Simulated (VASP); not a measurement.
Input of a VASP 6.6.1 run:

The input INCAR:

```
PREC = Accurate
ENCUT = 520
EDIFF = 1E-7
ISMEAR = -1
SIGMA = 0.05
LREAL = F
LASPH = T
NELM = 80
ALGO = Normal
ISIF = 2
LWAVE = F
LCHARG = T
GGA = PS
LELF = T
LVHAR = T
NBANDS = 13
```

The input KPOINTS:

```
Automatic mesh
0
Gamma
  11 11 10
```

File POSCAR:

```
Ge
1.0
    1.3877718785     -2.5830623466      0.0000000000
    1.3877718785      2.5830623466      0.0000000000
    0.0000000000      0.0000000000      2.6801215215
Ge
1
Direct
    0.5000000000      0.5000000000      0.0000000000
```

Potentials or basis: VASP PAW PBE potentials, release 64 (Ge_d).

Launch:

```bash
$ cat potpaw_PBE.64/Ge_d/POTCAR > POTCAR
$ mpirun -np 1 vasp_std > vasp.out
```

**Question.** Estimate the pressure.

**Answer.** -3.0 GPa.

**Question.** Predict the band gap on the k mesh.

**Answer.** Zero (band 7 reaches 13.05 eV, above the bottom of band 8 at 3.80 eV).

Stress tensor (GPa, compression positive):
```
-1.50  0.00  0.00
 0.00 -4.79  0.00
 0.00  0.00 -2.66
```

Caveat: the PAW data sets were made with another functional, which shifts forces and pressure a little.
